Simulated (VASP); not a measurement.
PbF2: relaxation of cell and atoms with LDA

PbF2:

```
Pb F
1.0
     0.00000    3.00033    3.00033
     3.00033    0.00000    3.00033
     3.00033    3.00033    0.00000
Pb F
1 2
Cartesian
  0.0000 0.0000 0.0000
  1.5002 1.5002 1.5002
  4.5005 4.5005 4.5005
```

| Property | Result |
| --- | --- |
| Program | VASP 6.6.1 |
| Task | relaxation of cell and atoms |
| Functional | LDA |
| Potentials or basis | VASP PAW LDA potentials, release 64 (Pb_d, F) |
| Cutoff | 600 eV |
| k mesh | 6 × 6 × 6 |
| Occupations | fermi-dirac, width 0.02 eV |
| Spin | no spin polarisation |
| Dipole correction | no |
| Further INCAR settings | ALGO = Normal; EDIFF = 1e-06; IBRION = 2; EDIFFG = -0.005; NSW = 80; ISIF = 3 |

| Quantity | Value |
| --- | --- |
| Relaxed volume | 16.34 Å³/atom |
| Relaxed cell | a = 4.108 Å, b = 4.108 Å, c = 4.108 Å, α = 60.00°, β = 60.00°, γ = 60.00° |
| Space group after relaxing (to 0.05 Å) | Fm-3m (No. 225) |
| Energy gained by relaxing | 38.8 meV/atom |
| Ionic steps | 3 |
| Pressure after relaxing | 0.0 GPa |
| Band gap on the k mesh | 4.24 eV, indirect (least direct gap 4.37 eV) |

Step by step:
| step | energy change (eV) | largest force (eV/Å) | pressure (GPa) | volume (Å³) |
| --- | --- | --- | --- | --- |
| 1 | 0.0000 | 0.0000 | -6.79 | 54.02 |
| 2 | -0.1132 | 0.0000 | 1.41 | 48.27 |
| 3 | -0.1165 | 0.0000 | 0.01 | 49.01 |

Final structure:
```
CELL_PARAMETERS angstrom
0.00000 2.90458 2.90458
2.90458 0.00000 2.90458
2.90458 2.90458 0.00000
ATOMIC_POSITIONS crystal
Pb 0.00000 0.00000 0.00000
F 0.25000 0.25000 0.25000
F 0.75000 0.75000 0.75000
```

Levels at points of the mesh, in eV from the valence-band top:
| k point | band 10 | band 11 | band 12 | band 13 | band 14 | band 15 | band 16 | band 17 | band 18 |
| --- | --- | --- | --- | --- | --- | --- | --- | --- | --- |
| (0.00, 0.00, 0.00) | -2.88 | -2.88 | -2.37 | -2.37 | -2.37 | 6.64 | 6.64 | 6.64 | 10.42 |
| (0.50, 0.00, 0.00) | -3.16 | -3.16 | -2.53 | -2.53 | -0.03 | 4.82 | 7.71 | 7.71 | 12.94 |
| (0.50, 0.50, 0.00) | -4.14 | -1.90 | -1.88 | -1.88 | -0.13 | 4.24 | 7.98 | 7.98 | 8.41 |

Wall time 20 s on 1 thread of AMD EPYC 9R45 (Zen 5) (shared host), peak memory 0.15 GiB.

Caveat: spin-orbit coupling is left out, which moves the levels of the heavy elements. A k mesh can miss the band edges.
